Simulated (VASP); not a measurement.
A run of VASP 6.6.1 is set up as follows.

The input INCAR:

```
  ALGO = Normal
  EDIFF = 1E-6
  ENCUT = 520
  GGA = PE
  ISIF = 2
  ISMEAR = 0
  LASPH = True
  LCHARG = False
  LREAL = False
  LWAVE = False
  NBANDS = 63
  NELM = 100
  PREC = Accurate
  SIGMA = 0.1
```

File KPOINTS:

```
k-points
0
Gamma
  4 4 4
```

POSCAR

```
TiSn3O8
1.0
   -3.1774303356     -3.3769417066      3.3820064723
   -3.1773987220      3.3770659578     -3.3818493085
    3.1775404804     -3.3796340379     -3.3846729996
Ti Sn O
1 3 8
Direct
    0.9999892892      0.4999559860      0.4999550051
    0.2511765752      0.2511781752     -0.0000261627
    0.7488144252      0.7488116835     -0.0000085403
    0.4999865444      0.0000236713      0.5000190172
    0.2379586209      0.5483131083      0.3107156478
    0.7623649630      0.0727353969      0.3106986074
    0.7002816761      0.4998707025      0.2001382955
    0.1960487633      0.9997939523      0.1958362212
    0.2376452979      0.9272721842      0.6893292496
    0.7620601558      0.4516970179      0.6893069028
    0.2997295120      0.5001250693      0.7998634416
    0.8039441772      0.0002230527      0.8041723148
```

Potentials or basis: VASP PAW PBE potentials, release 64 (Ti_sv, Sn_d, O).

The run is started by

```sh
$ cat potpaw_PBE.64/Ti_sv/POTCAR potpaw_PBE.64/Sn_d/POTCAR potpaw_PBE.64/O/POTCAR > POTCAR
$ mpirun -np 1 vasp_std > vasp.out
```

(1) Predict the band gap on the k mesh.

(2) Estimate the largest force.

Results:

(1) 1.71 eV.

(2) 0.024 eV/Å.

Caveat: spin-orbit coupling is left out, which moves the levels of the heavy elements.
